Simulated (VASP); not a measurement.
A run of VASP 6.6.1 is set up as follows.

File INCAR:

```
SYSTEM = TePb3Se2
ALGO     = Normal         ! electronic algorithm
EDIFF    = 1E-6           ! SCF threshold, eV
ENCUT    = 520            ! plane-wave cutoff, eV
GGA      = PE             ! functional
ISIF     = 2              ! what is computed and relaxed
ISMEAR   = 0              ! smearing method
LASPH    = .TRUE.         ! aspherical terms in the spheres
LCHARG   = .FALSE.        ! write CHGCAR
LREAL    = .FALSE.        ! projectors in reciprocal space
LWAVE    = .FALSE.        ! write WAVECAR
NBANDS   = 39             ! bands
NELM     = 60             ! most SCF steps
PREC     = Accurate       ! precision mode
SIGMA    = 0.1            ! smearing width, eV
```

The input KPOINTS:

```
k-points
0
G
  6 6 2
  0 0 0
```

File POSCAR:

```
TePb3Se2
1.0
    4.4778501000      0.0000000000      0.0000000000
   -2.2389251000      3.8779320000      0.0000000000
    0.0000000000      0.0000000000     10.9713542000
Te Pb Se
1 3 2
Direct
    0.0000000000      0.0000000000      0.5000000000
    0.3333333000      0.6666667000      0.6808210000
    0.6666667000      0.3333333000      0.3191790000
    0.0000000000      0.0000000000      0.0000000000
    0.3333333000      0.6666667000      0.1602730000
    0.6666667000      0.3333333000      0.8397270000
```

Potentials or basis: VASP PAW PBE potentials, release 64 (Te, Pb_d, Se).

The run is started by

```console
$ cat potpaw_PBE.64/Te/POTCAR potpaw_PBE.64/Pb_d/POTCAR potpaw_PBE.64/Se/POTCAR > POTCAR
$ mpirun -np 1 vasp_std > vasp.out
```

(1) Predict the pressure.

(2) What does it give for the band gap on the k mesh?

## Answers

(1) 0.0 GPa.

(2) 0.57 eV (least direct gap 0.58 eV).

Caveat: spin-orbit coupling is left out, which moves the levels of the heavy elements.
